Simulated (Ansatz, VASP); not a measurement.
**Two plane-wave programs on ScW2**

```
Sc W
1.0
     1.54704    0.89318    6.71269
    -1.54704    0.89318    6.71269
     0.00000   -1.78637    6.71269
Sc W
1 2
Direct
  0.00000 0.00000 0.00000
  0.78703 0.78703 0.78703
  0.21297 0.21297 0.21297
```

Alike in both runs: functional PBE; k mesh 6 × 6 × 6; occupations gaussian, width 0.1 eV; no spin polarisation.

Ansatz relaxed the structure, and its values are those at the end. VASP's run is a single point on that final structure, the one shown.

```csv
,VASP,Ansatz
version,VASP 6.6.1,Ansatz 0.2.0
potentials or method,"VASP PAW PBE potentials, release 64 (Sc_sv, W_sv), cutoff 520 eV","scalar-relativistic, plane waves, PAW"
valence electrons in the cell,39,39
```

VASP gave:

- gap on the k mesh at the Fermi level (eV): none
- pressure (GPa): 0.5
- rms of the force components (eV/Å): 0.025

Question: Which values does Ansatz return?

Answer: gap on the k mesh at the Fermi level (eV): none; pressure (GPa): 0.0; rms of the force components (eV/Å): 0.001.

A gap of «none» marks a metal or a gap that the smearing closes.

The k mesh is coarse, so the values compare programs but aren't converged. Neither program's run includes spin-orbit coupling.
